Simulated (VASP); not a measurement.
Wanted: the native input for a VASP 6.6.1 run.

```
Task                   : single point
Functional             : PBE
Potentials or basis    : VASP PAW PBE potentials, release 64 (Hf_pv)
Cutoff                 : 520 eV
k mesh                 : 11 × 11 × 6
Occupations            : fermi-dirac, width 1 eV
Spin                   : no spin polarisation
Dipole correction      : no
Further INCAR settings : ALGO = Normal; EDIFF = 1e-07; NBANDS = 17
```

The structure of Hf lies in POSCAR:

```
Hf
1.0
    3.2045059552      0.0000000000      0.0000000000
   -1.6022529776      2.7751835638      0.0000000000
    0.0000000000      0.0000000000      5.0738215932
Hf
2
Direct
    0.3333333333      0.6666666667      0.2500000000
    0.6666666667      0.3333333333      0.7500000000
```

These files were run (other wordings do the same):

INCAR

```
SYSTEM = Hf
ALGO = Normal
EDIFF = 1E-7
ENCUT = 520
GGA = PE
ISIF = 2
ISMEAR = -1
LASPH = .TRUE.
LCHARG = .FALSE.
LREAL = .FALSE.
LWAVE = .FALSE.
NBANDS = 17
NELM = 80
PREC = Accurate
SIGMA = 1.0
```

KPOINTS

```
k-points
0
G
  11 11 6
  0 0 0
```

Potentials or basis: VASP PAW PBE potentials, release 64 (Hf_pv).

Launch:

```sh
$ cat potpaw_PBE.64/Hf_pv/POTCAR > POTCAR
$ mpirun -np 1 vasp_std > vasp.out
```

It gave:

```
Pressure               : 9.6 GPa
Band gap on the k mesh : zero (bands 10 and 11 overlap by 1.51 eV)
```

Caveat: the cell stands under pressure; so wide a smearing shifts energies and pressures; spin-orbit coupling is left out, which moves the levels of the heavy elements.

It took 30 s on 1 thread of Intel(R) Xeon(R) 6975P-C (Granite Rapids) (shared host), peak memory 0.18 GiB.
